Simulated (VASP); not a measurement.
A run of VASP 6.6.1 is set up as follows.

File INCAR:

```
SYSTEM = Si12CN16
  PREC = Accurate
  ENCUT = 520
  EDIFF = 1E-7
  ISMEAR = -1
  SIGMA = 0.01
  LREAL = Auto
  LASPH = .TRUE.
  NELM = 80
  ALGO = Normal
  ISIF = 2
  LWAVE = .FALSE.
  LCHARG = .FALSE.
  GGA = PE
  IBRION = 2
  NSW = 90
  EDIFFG = -0.02
```

File KPOINTS:

```
regular mesh
0
G
  1 1 1
  0 0 0
```

The input POSCAR:

```
Si12CN16
1.0
    7.6633883300      0.0000000000      0.0000000000
   -3.8316941700      6.6366889800      0.0000000000
    0.0000000000      0.0000000000      5.8522780000
Si N C
12 16 1
Direct
    0.2324490900      0.8251931800      0.3726647600
    0.4061108600      0.2310993400      0.1250000000
    0.8249884700      0.5938891400      0.1250000000
    0.1811868600      0.4060474700      0.3735047000
    0.5936891100      0.7684031700      0.3762529500
    0.7689006600      0.1750115300      0.1250000000
    0.2310993400      0.8249884700      0.8750000000
    0.4061108600      0.2310993400      0.6250000000
    0.8249884700      0.5938891400      0.6250000000
    0.1750115300      0.4061108600      0.8750000000
    0.5938891400      0.7689006600      0.8750000000
    0.7689006600      0.1750115300      0.6250000000
    0.3339163600      0.6654726000      0.3715205800
    0.6673482800      0.3356343800      0.1292328800
    0.9688668500      0.6789266700      0.3731922500
    0.2991803500      0.9691753800      0.1250000000
    0.6699950300      0.7008196500      0.1250000000
    0.3252630200      0.2863881800      0.3709279100
    0.0308246200      0.3300049700      0.1250000000
    0.6922580100      0.0291870900      0.3812063700
    0.3282163500      0.6560852800      0.8693019200
    0.6714480100      0.3355127400      0.6195207500
    0.9691753800      0.6699950300      0.8750000000
    0.2991803500      0.9691753800      0.6250000000
    0.6699950300      0.7008196500      0.6250000000
    0.3300049700      0.2991803500      0.8750000000
    0.0308246200      0.3300049700      0.6250000000
    0.7008196500      0.0308246200      0.8750000000
    0.0000000000      0.0000000000     -0.2500000000
```

Potentials or basis: VASP PAW PBE potentials, release 64 (Si, N, C).

Launch:

```console
$ cat potpaw_PBE.64/Si/POTCAR potpaw_PBE.64/N/POTCAR potpaw_PBE.64/C/POTCAR > POTCAR
$ mpirun -np 1 vasp_gam > vasp.out
```

Problem. Predict the energy gained by relaxing.

Solution. 87.5 meV/atom.

Problem. What does it give for the band gap on the k mesh?

Solution. 2.58 eV.

Stress tensor (GPa, compression positive):
```
-0.80 -1.31  0.90
-1.31 -7.34  0.83
 0.90  0.83 16.86
```

Caveat: the k points lie up to 1.07 Å⁻¹ apart.
